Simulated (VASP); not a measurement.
**VH: single point with PBEsol+D3(BJ)**

Crystal: VH.

```xyz
2
Lattice="0.0000 1.9263 1.9263 1.9263 0.0000 1.9263 1.9263 1.9263 0.0000" Properties=species:S:1:pos:R:3 pbc="T T T"
V     0.0000    0.0000    0.0000
H     1.9263    1.9263    1.9263
```

```yaml
Program: VASP 6.6.1
Task: single point
Functional: PBEsol
Dispersion: D3(BJ)
Potentials_or_basis: VASP PAW PBE potentials, release 64 (V_sv, H)
Cutoff: 520 eV
k_mesh: 12 × 12 × 12
Occupations: fermi-dirac, width 0.1 eV
Spin: collinear spin, ferromagnetic start
Starting_moments: "[1.5, 0.0] μB"
Dipole_correction: no
Further_INCAR_settings: ALGO = Normal; EDIFF = 1e-06; NBANDS = 18
```

| Quantity | Value |
| --- | --- |
| Pressure | 0.1 GPa |
| Band gap on the k mesh | zero (filled and empty bands overlap) |
| Net moment | 0.00 μB per cell |
| Valence electrons inside the program's atomic spheres | V 11.76; H 0.58 |
| Dispersion energy per atom | -0.393 eV |

Levels at points of the mesh, in eV from the Fermi level:
Spin up:
```
           k point  band 5  band 6  band 7  band 8  band 9  band 10
(0.00, 0.00, 0.00)  -10.83   -0.09   -0.09   -0.09    1.53     1.53
(0.50, 0.00, 0.00)   -5.46   -4.06   -0.54   -0.54    2.82     2.82
(0.50, 0.50, 0.00)   -7.97   -2.91    1.90    2.71    3.22     3.22
```
Spin down:
| k point | band 3 | band 4 | band 5 | band 6 | band 7 | band 8 | band 9 | band 10 | band 11 | band 12 |
| --- | --- | --- | --- | --- | --- | --- | --- | --- | --- | --- |
| (0.00, 0.00, 0.00) | -37.35 | -37.35 | -10.83 | -0.09 | -0.09 | -0.09 | 1.53 | 1.53 | 13.42 | 16.80 |
| (0.50, 0.00, 0.00) | -37.45 | -37.45 | -5.46 | -4.06 | -0.54 | -0.54 | 2.82 | 2.82 | 7.90 | 10.97 |
| (0.50, 0.50, 0.00) | -37.63 | -37.63 | -7.97 | -2.91 | 1.90 | 2.71 | 3.22 | 3.22 | 7.29 | 11.26 |

Run time: 13 s on 1 thread of Intel(R) Xeon(R) 6975P-C (Granite Rapids), with other jobs on the host, peak memory 0.15 GiB.

Caveat: the moments typed at the start vanished in this run; the PAW data sets were made with another functional, which shifts forces and pressure a little.
